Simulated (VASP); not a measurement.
Write the native input for VASP 6.6.1 that does the following.

| Quantity | Value |
| --- | --- |
| Task | single point |
| Functional | PBE |
| Potentials or basis | VASP PAW PBE potentials, release 64 (Zr_sv, C) |
| Cutoff | 600 eV |
| k mesh | 4 × 4 × 4 |
| Occupations | gaussian, width 0.1 eV |
| Spin | no spin polarisation |
| Dipole correction | no |
| Further INCAR settings | ALGO = Normal; EDIFF = 1e-06; NBANDS = 34 |

The structure of ZrC3 lies in POSCAR:

```
ZrC3
1.0
    4.3221508098      0.0000000000      0.0000000000
    0.0000000000      4.3221508098      0.0000000000
    0.0000000000      0.0000000000      4.3221508098
Zr C
2 6
Direct
    0.0000000000      0.0000000000      0.0000000000
    0.5000000000      0.5000000000      0.5000000000
    0.0000000000      0.5000000000      0.2500000000
    0.0000000000      0.5000000000      0.7500000000
    0.2500000000      0.0000000000      0.5000000000
    0.7500000000      0.0000000000      0.5000000000
    0.5000000000      0.7500000000      0.0000000000
    0.5000000000      0.2500000000      0.0000000000
```

One way to write it, as run:

INCAR

```
SYSTEM = ZrC3
PREC = Accurate ; ENCUT = 600
EDIFF = 1E-6 ; ISMEAR = 0
SIGMA = 0.1 ; LREAL = .FALSE.
LASPH = .TRUE. ; NELM = 120
ALGO = Normal ; ISIF = 2
LWAVE = .FALSE. ; LCHARG = .FALSE.
GGA = PE ; NBANDS = 34
GGA_COMPAT = .FALSE.
```

KPOINTS

```
regular mesh
0
G
  4 4 4
  0 0 0
```

Potentials or basis: VASP PAW PBE potentials, release 64 (Zr_sv, C).

Command:

```sh
$ cat potpaw_PBE.64/Zr_sv/POTCAR potpaw_PBE.64/C/POTCAR > POTCAR
$ mpirun -np 1 vasp_std > vasp.out
```

It gave:

```yaml
Pressure: -2.6 GPa
Band_gap_on_the_k_mesh: zero (bands 24 and 25 overlap by 1.51 eV)
```

Caveat: the k points lie up to 0.36 Å⁻¹ apart, too coarse for converged energies and pressures of a metal.

Run time: 55 s on 1 thread of Intel Xeon 8259CL (shared host), peak memory 0.21 GiB.
